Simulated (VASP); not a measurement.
# PbSe (rocksalt type) (Fm-3m) in VASP: notebook, part 2 of 2

VASP 6.6.1. Earlier steps stand in the parts before.

### Step 3. Electric field gradients, PBE (31.52 Å³/atom)

This run uses another cell than the first one, of 31.52 Å³/atom.

File INCAR:

```
PREC = Accurate
ENCUT = 520
EDIFF = 1E-8
ISMEAR = -1
SIGMA = 0.03
LREAL = F
LASPH = T
NELM = 60
ALGO = Normal
ISIF = 2
LWAVE = F
LCHARG = F
GGA = PE
LEFG = T
NBANDS = 17
```

File KPOINTS:

```
Automatic mesh
0
Gamma
  10 10 10
```

File POSCAR:

```
PbSe
1.0
    0.0000000000      3.1589205074      3.1589205074
    3.1589205074      0.0000000000      3.1589205074
    3.1589205074      3.1589205074      0.0000000000
Pb Se
1 1
Direct
    0.0000000000      0.0000000000      0.0000000000
    0.5000000000      0.5000000000      0.5000000000
```

Potentials or basis: VASP PAW PBE potentials, release 64 (Pb_d, Se).

Launch:

```
$ cat potpaw_PBE.64/Pb_d/POTCAR potpaw_PBE.64/Se/POTCAR > POTCAR
$ mpirun -np 1 vasp_std > vasp.out
```

OUTCAR:

```text
PREC = Accurate
   ENCUT = 520
   EDIFF = 1E-8
   ISMEAR = -1
   LREAL = F
   LASPH = T
   NELM = 60
   ISIF = 2
   GGA = PE

 ion  position               nearest neighbor table
   1  0.000  0.000  0.000-   2 3.16   2 3.16   2 3.16   2 3.16   2 3.16   2 3.16
   2  0.500  0.500  0.500-   1 3.16   1 3.16   1 3.16   1 3.16   1 3.16   1 3.16

  LATTYP: Found a face centered cubic cell.
 ALAT       =     6.3178410148

  Lattice vectors:

 A1 = (   0.0000000000,   3.1589205074,   3.1589205074)
 A2 = (   3.1589205074,   0.0000000000,   3.1589205074)
 A3 = (   3.1589205074,   3.1589205074,   0.0000000000)

Analysis of symmetry for initial positions (statically):
=====================================================================
 Subroutine PRICEL returns:
 Original cell was already a primitive cell.

 Routine SETGRP: Setting up the symmetry group for a
 face centered cubic supercell.

 Subroutine GETGRP returns: Found 48 space group operations
 (whereof 48 operations were pure point group operations)
 out of a pool of 48 trial point group operations.

The static configuration has the point symmetry O_h .

Analysis of symmetry for dynamics (positions and initial velocities):
=====================================================================
 Subroutine PRICEL returns:
 Original cell was already a primitive cell.

 Routine SETGRP: Setting up the symmetry group for a
 face centered cubic supercell.

 Subroutine GETGRP returns: Found 48 space group operations
 (whereof 48 operations were pure point group operations)
 out of a pool of 48 trial point group operations.

The dynamic configuration has the point symmetry O_h .

 Subroutine INISYM returns: Found 48 space group operations
 (whereof 48 operations are pure point group operations),
 and found     1 'primitive' translations

----------------------------------------------------------------------------------------

                                     Primitive cell

  volume of cell :      63.0443

  direct lattice vectors                    reciprocal lattice vectors
     0.000000000  3.158920507  3.158920507    -0.158281919  0.158281919  0.158281919
     3.158920507  0.000000000  3.158920507     0.158281919 -0.158281919  0.158281919
     3.158920507  3.158920507  0.000000000     0.158281919  0.158281919 -0.158281919

  length of vectors
     4.467388224  4.467388224  4.467388224     0.274152326  0.274152326  0.274152326

  position of ions in fractional coordinates (direct lattice)
     0.000000000  0.000000000  0.000000000
     0.500000000  0.500000000  0.500000000

  ion indices of the primitive-cell ions
   primitive index   ion index
                 1           1
                 2           2

----------------------------------------------------------------------------------------

 KPOINTS: Automatic mesh

Automatic generation of k-mesh.
[... 72 lines left out ...]
   ISIF   =      2    stress and relaxation
   ISYM   =      2    0-nonsym 1-usesym 2-fastsym
   POTIM  = 0.5000    time-step for ionic-motion
   TEBEG  =    0.0;   TEEND  =   0.0 temperature during run
   PSTRESS=    0.0 pullay stress
   NELECT =      20.0000    total number of electrons
   NUPDOWN=      -1.0000    fix difference up-down
   EMIN   =  10.00;   EMAX   =-10.00  energy-range for DOS
   EFERMI =   0.00;   METHOD = LEGACY
   ISMEAR =    -1;   SIGMA  =   0.03  broadening in eV -4-tet -1-fermi 0-gaus
   EFERMI_NEDOS =   21; number of points for ismear=-14 and -15
   IALGO  =     38    algorithm
   IMIX   =      4    mixing-type and parameters
     AMIX     =   0.40;   BMIX     =  1.00
     AMIX_MAG =   1.60;   BMIX_MAG =  1.00
  volume/ion in A,a.u.               =      31.52       212.72
  Fermi-wavevector in a.u.,A,eV,Ry     =   1.116528  2.109931 16.961484  1.246634
  Thomas-Fermi vector in A             =   2.253142
   LORBIT       =      0    0 simple, 1 ext, 2 COOP (PROOUT), +10 PAW based schemes
   GGA     = PE    functional components
   LHFCALC =     F    Hartree Fock is set to
   AEXX    =    0.0000 exact exchange contribution
   IVDW    =     0    specifies the selected vdW correction
   LEPSILON=     F    determine dielectric tensor
   LRPA    =     F    only Hartree local field effects (RPA)
 non-spin polarized calculation
  energy-cutoff  :      520.00
  volume of cell :       63.04
 maximum number of plane-waves:      1719
 NGX is ok and might be reduce to    36
   NGX = 17   NGY = 17   NGZ = 17

 number of electron      19.9999998 magnetization

 Free energy of the ion-electron system (eV)
  ---------------------------------------------------
  ext. energy  EPLUGINS =         0.00000000
  ---------------------------------------------------
  free energy    TOTEN  =        -8.17934196 eV

  energy without entropy =       -8.17934156  energy(sigma->0) =       -8.17934176

 E-fermi :   4.1769     XC(G=0):  -9.0993

 val. band max:        3.8937675057   @ k =   0.5000   0.0000   0.0000
 cond. band min:       4.4600863122   @ k =   0.5000   0.0000   0.0000
 fundamental gap:      0.5663188065
 Fermi energy:         4.1769428263

 k-point     1 :       0.0000    0.0000    0.0000
  band No.  band energies     occupation
      1     -12.7611      2.00000
      2     -12.7611      2.00000
      3     -12.7611      2.00000
      4     -12.7531      2.00000
      5     -12.7531      2.00000
      6      -8.8894      2.00000
[... 457 lines left out ...]
      4     -12.7383      2.00000
      5     -12.7360      2.00000
      6      -8.0360      2.00000
[... 9 lines left out ...]
     16      14.5473      0.00000
     17      15.2455      0.00000

 [... further k-points ...]

------------------------ aborting loop because EDIFF is reached ----------------------------------------

  FORCE on cell =-STRESS in cart. coord.  units (eV):
  Direction    XX          YY          ZZ          XY          YZ          ZX
  --------------------------------------------------------------------------------------
  -------------------------------------------------------------------------------------
  Total       -0.7973077     -0.7973077     -0.7973077      0.0000000     -0.0000000      0.0000000
  in kB      -20.2623800    -20.2623800    -20.2623800      0.0000000     -0.0000000      0.0000000
  external PRESSURE =     -20.2623800 kB  Pullay stress =       0.0000000 kB

 VOLUME and BASIS-vectors are now :
 -----------------------------------------------------------------------------
  energy-cutoff  :      520.00
  volume of cell :       63.04
      direct lattice vectors                 reciprocal lattice vectors
     0.000000000  3.158920507  3.158920507    -0.158281919  0.158281919  0.158281919
     3.158920507  0.000000000  3.158920507     0.158281919 -0.158281919  0.158281919
     3.158920507  3.158920507  0.000000000     0.158281919  0.158281919 -0.158281919

 POSITION                                       TOTAL-FORCE (eV/Angst)
 -----------------------------------------------------------------------------------
      0.00000      0.00000      0.00000        -0.000000      0.000000     -0.000000
      3.15892      3.15892      3.15892         0.000000     -0.000000      0.000000
 -----------------------------------------------------------------------------------
    total drift:                                0.000000      0.000000      0.000000

  FREE ENERGIE OF THE ION-ELECTRON SYSTEM (eV)
  ---------------------------------------------------
  free  energy   TOTEN  =        -8.1793419639 eV

  energy  without entropy=       -8.1793415648  energy(sigma->0) =       -8.17934176

 Electric field gradients (V/A^2)
---------------------------------------------------------------------
 ion       V_xx      V_yy      V_zz      V_xy      V_xz      V_yz
---------------------------------------------------------------------
   1       0.000     0.000     0.000     0.001     0.001     0.001
   2      -0.000    -0.000     0.000     0.000     0.000     0.000
---------------------------------------------------------------------

 Electric field gradients after diagonalization (V/A^2)
 (convention: |V_zz| > |V_xx| > |V_yy|)
----------------------------------------------------------------------
 ion       V_xx      V_yy      V_zz     asymmetry (V_yy - V_xx)/ V_zz
----------------------------------------------------------------------
   1      -0.001    -0.001     0.002       0.000
   2      -0.000    -0.000     0.001       0.000
----------------------------------------------------------------------

           NMR quadrupolar parameters

 Cq : quadrupolar parameter    Cq=e*Q*V_zz/h
 eta: asymmetry parameters     (V_yy - V_xx)/ V_zz
 Q  : nuclear electric quadrupole moment in mb (millibarn)
----------------------------------------------------------------------
 ion       Cq(MHz)       eta       Q (mb)
----------------------------------------------------------------------
   1       0.000       0.000       1.000
   2       0.000       0.000       1.000
----------------------------------------------------------------------
```

OSZICAR:

```text
N       E                     dE             d eps       ncg     rms          rms(c)
DAV:   1     0.157366065415E+03    0.15737E+03   -0.95743E+03  1606   0.118E+03
DAV:   2     0.368239769738E+01   -0.15368E+03   -0.14852E+03  1671   0.302E+02
DAV:   3    -0.823951411789E+01   -0.11922E+02   -0.11742E+02  2057   0.891E+01
DAV:   4    -0.853044592800E+01   -0.29093E+00   -0.29066E+00  1963   0.160E+01
DAV:   5    -0.854051306339E+01   -0.10067E-01   -0.10067E-01  2261   0.291E+00    0.269E+00
DAV:   6    -0.817908562245E+01    0.36143E+00   -0.94600E-01  2333   0.597E+00    0.139E+00
DAV:   7    -0.817593227388E+01    0.31533E-02   -0.13471E-01  1845   0.166E+00    0.825E-01
DAV:   8    -0.818000025197E+01   -0.40680E-02   -0.16836E-02  1874   0.131E+00    0.221E-01
DAV:   9    -0.817921458014E+01    0.78567E-03   -0.36986E-03  2369   0.510E-01    0.731E-02
DAV:  10    -0.817933245852E+01   -0.11788E-03   -0.28784E-04  1776   0.100E-01    0.260E-02
DAV:  11    -0.817934159757E+01   -0.91390E-05   -0.49012E-05  2072   0.706E-02    0.683E-03
DAV:  12    -0.817934182323E+01   -0.22566E-06   -0.24828E-06  2060   0.115E-02    0.139E-03
DAV:  13    -0.817934189849E+01   -0.75269E-07   -0.21528E-07  1940   0.360E-03    0.105E-03
DAV:  14    -0.817934194156E+01   -0.43067E-07   -0.70953E-08  1820   0.131E-03    0.870E-05
DAV:  15    -0.817934195549E+01   -0.13932E-07   -0.17306E-09  1675   0.250E-04    0.518E-05
DAV:  16    -0.817934196389E+01   -0.83953E-08   -0.19972E-10   934   0.158E-04
   1 F= -.81793420E+01 E0= -.81793418E+01  d E =-.399112E-06
```

It took 1.7 min on 1 thread of Intel Xeon 8259CL, shared host; peak memory 0.23 GiB.

Results:

```
Free energy                             : -8.1793 eV
Pressure                                : -2.0 GPa
Band gap on the k mesh                  : 0.57 eV
Largest electric field gradient by atom : under 0.05 V/Å² on every atom
```

Levels at points of the mesh, in eV from the valence-band top:
```tsv
k point	band 6	band 7	band 8	band 9	band 10	band 11	band 12	band 13	band 14	band 15
(0.00, 0.00, 0.00)	-12.78	-6.39	-1.41	-1.41	-1.41	4.55	4.55	4.55	6.77	6.77
(0.50, 0.00, 0.00)	-11.93	-8.26	-1.06	-1.06	0.00	0.57	1.93	1.93	8.49	10.02
(0.50, 0.50, 0.00)	-11.68	-7.19	-4.17	-2.61	-2.61	4.14	5.31	5.31	5.70	11.01
```

Caveat: spin-orbit coupling is left out, which moves the levels of the heavy elements.

### Step 4. Single point, PBE

This run uses another cell than the first one, of 30.02 Å³/atom.

File POSCAR:

```
PbSe
1.0
    0.0000000000      3.1079612655      3.1079612655
    3.1079612655      0.0000000000      3.1079612655
    3.1079612655      3.1079612655      0.0000000000
Pb Se
1 1
Direct
    0.0000000000      0.0000000000      0.0000000000
    0.5000000000      0.5000000000      0.5000000000
```

File INCAR.step1:

```
ALGO     = Normal         # electronic algorithm
EDIFF    = 1E-6           # SCF threshold, eV
ENCUT    = 520            # plane-wave cutoff, eV
GGA      = PE             # functional
ISIF     = 2              # what is computed and relaxed
ISMEAR   = -1             # smearing method
LASPH    = True           # aspherical terms in the spheres
LCHARG   = True           # write CHGCAR
LREAL    = False          # projectors in reciprocal space
LWAVE    = False          # write WAVECAR
NBANDS   = 17             # bands
NELM     = 100            # most SCF steps
PREC     = Accurate       # precision mode
SIGMA    = 0.03           # smearing width, eV
```

File KPOINTS.step1:

```
k-points
0
Gamma
  10 10 10
```

File INCAR.step2:

```
ALGO     = Normal         # electronic algorithm
EDIFF    = 1E-6           # SCF threshold, eV
ENCUT    = 520            # plane-wave cutoff, eV
GGA      = PE             # functional
ICHARG   = 11             # starting density
ISIF     = 2              # what is computed and relaxed
ISMEAR   = -5             # smearing method
LASPH    = True           # aspherical terms in the spheres
LCHARG   = False          # write CHGCAR
LORBIT   = 11             # projections on sites
LREAL    = False          # projectors in reciprocal space
LWAVE    = False          # write WAVECAR
NBANDS   = 17             # bands
NEDOS    = 2001           # points of the DOS
NELM     = 100            # most SCF steps
PREC     = Accurate       # precision mode
SIGMA    = 0.03           # smearing width, eV
```

File KPOINTS.step2:

```
k-points
0
Gamma
  15 15 15
```

Launch:

```
$ cat potpaw_PBE.64/Pb_d/POTCAR potpaw_PBE.64/Se/POTCAR > POTCAR
$ cp INCAR.step1 INCAR
$ cp KPOINTS.step1 KPOINTS
$ mpirun -np 1 vasp_std > vasp.out
$ cp INCAR.step2 INCAR
$ cp KPOINTS.step2 KPOINTS
$ mpirun -np 1 vasp_std > vasp.out
```

Run time: 3.3 min. Hardware: 1 thread of Intel Xeon 8259CL, shared host; peak memory 0.28 GiB.

Results (log left out):

```yaml
Valence_electrons_inside_the_program's_atomic_spheres: Pb 11.83; Se 3.80
```

Levels at points of the mesh, in eV from the valence-band top:
| k point | band 8 | band 9 | band 10 | band 11 | band 12 | band 13 |
| --- | --- | --- | --- | --- | --- | --- |
| (0.00, 0.00, 0.00) | -1.58 | -1.58 | -1.58 | 4.70 | 4.70 | 4.70 |

Caveat: spin-orbit coupling is left out, which moves the levels of the heavy elements.

### Step 5. The runs side by side

| task | cell | k mesh for the DOS | occupations for the DOS | gap on the mesh (eV) | pressure (GPa) |
| --- | --- | --- | --- | --- | --- |
| electric field gradients | a = 4.432 Å, angles 60.0°, 2 atoms | - | - | 0.50 | -1.1 |
| electric field gradients | a = 4.467 Å, angles 60.0°, 2 atoms | - | - | 0.57 | -2.0 |
| single point | a = 4.395 Å, angles 60.0°, 2 atoms | 15 × 15 × 15 | tetrahedron | - | - |

Alike in all rows: level PBE; potentials or basis VASP PAW PBE potentials, release 64 (Pb_d, Se); no spin polarisation; k mesh 10 × 10 × 10; cutoff (eV) 520; smearing fermi-dirac 0.03 eV.

Caveats: spin-orbit coupling is left out, which moves the levels of the heavy elements.

Absolute energies hang on the potentials; compare differences alone.
